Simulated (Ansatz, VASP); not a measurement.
## Two plane-wave programs on BaO

File POSCAR:

```
BaO
1.0
    0.0000000000      2.8084724894      2.8084724894
    2.8084724894      0.0000000000      2.8084724894
    2.8084724894      2.8084724894      0.0000000000
Ba O
1 1
Direct
    0.5000000000      0.5000000000      0.5000000000
    0.0000000000      0.0000000000      0.0000000000
```

INCAR.step1

```
SYSTEM = BaO
ALGO = Normal ; EDIFF = 1E-5
ENCUT = 660 ; GGA = PE
GGA_COMPAT = .False. ; ISMEAR = 0
LASPH = .True. ; LCHARG = .False.
LREAL = .False. ; LWAVE = .True.
NBANDS = 15 ; NELM = 120
PREC = Accurate ; SIGMA = 0.05
```

The input INCAR.step2:

```
SYSTEM = BaO
ALGO = Normal ; EDIFF = 1E-6
ENCUT = 660 ; GGA_COMPAT = .False.
ISIF = 2 ; ISMEAR = 0
ISTART = 1 ; LASPH = .True.
LCHARG = .False. ; LMIXTAU = .True.
LREAL = .False. ; LWAVE = .False.
METAGGA = R2SCAN ; NBANDS = 15
NELM = 120 ; PREC = Accurate
SIGMA = 0.05
```

Contents of KPOINTS:

```
k-points
0
Gamma
  8 8 8
  0 0 0
```

Input for Ansatz:

```yaml
crystal:
  lattice:
    - [0.0, 2.8084724583, 2.8084724583]
    - [2.8084724583, 0.0, 2.8084724583]
    - [2.8084724583, 2.8084724583, 0.0]
  atoms:
    - { symbol: Ba, position: [0.5, 0.5, 0.5] }
    - { symbol: O, position: [0.0, 0.0, 0.0] }
basis:
  ecutwfc: 500
  ecutrho_ratio: 4
kpoints:
  mp_grid: { grid: [8, 8, 8] }
hamiltonian:
  xc: r2scan
scf:
  occupations: { method: gaussian, width: 0.05 }
output:
  forces: true
  stress: true
  eigenvalues: true
  write_density: true
  write_potential: true
  elf: true
  volumetric_format: npy
```

Alike in both runs: task single point; functional r2SCAN; k mesh 8 × 8 × 8; occupations gaussian, width 0.05 eV; no spin polarisation.

|  | VASP | Ansatz |
| --- | --- | --- |
| version | VASP 6.6.1 | Ansatz 0.2.0 |
| potentials or method | VASP PAW PBE potentials, release 64 (Ba_sv, O), cutoff 660 eV | scalar-relativistic, plane waves, PAW |
| valence electrons in the cell | 16 | 16 |

|  | VASP | Ansatz | Ansatz less VASP |
| --- | --- | --- | --- |
| gap on the k mesh at the Fermi level (eV) | 2.44 | 2.50 | +0.054 |
| least direct gap on the mesh (eV) | 2.44 | 2.50 | +0.054 |
| pressure (GPa) | -1.4 | -2.7 | -1.34 |

VASP's potentials were made for PBE, not for r2SCAN. With one functional, cell and mesh, what is left measures potentials, basis and numerics.

Neither program's run includes spin-orbit coupling.
